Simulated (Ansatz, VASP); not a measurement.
**Al2Cl2F: VASP beside Ansatz**

```
CELL_PARAMETERS angstrom
4.58689 0.00000 0.00000
0.00000 4.58689 0.00000
0.00000 0.00000 4.74294
ATOMIC_POSITIONS crystal
Al 0.00000 0.50000 0.50000
Al 0.50000 0.00000 0.50000
Cl 0.00000 0.50000 0.00000
Cl 0.50000 0.00000 0.00000
F 0.00000 0.00000 0.50000
```

Alike in both runs: functional PBE; k mesh 8 × 8 × 8; occupations gaussian, width 0.1 eV; no spin polarisation.

Ansatz relaxed the structure, and its values are those at the end. VASP's run is a single point on that final structure, the one shown.

```csv
,VASP,Ansatz
version,VASP 6.6.1,Ansatz 0.2.0
potentials or method,"VASP PAW PBE potentials, release 64 (Al, Cl, F), cutoff 520 eV","scalar-relativistic, plane waves, PAW"
valence electrons in the cell,27,27
```

|  | VASP | Ansatz | Ansatz less VASP |
| --- | --- | --- | --- |
| gap on the k mesh at the Fermi level (eV) | none | none | - |
| pressure (GPa) | -0.1 | 0.0 | +0.13 |

A gap of «none» marks a metal or a gap that the smearing closes. The functional is the same, so the differences come from potentials, cutoffs and numerics.
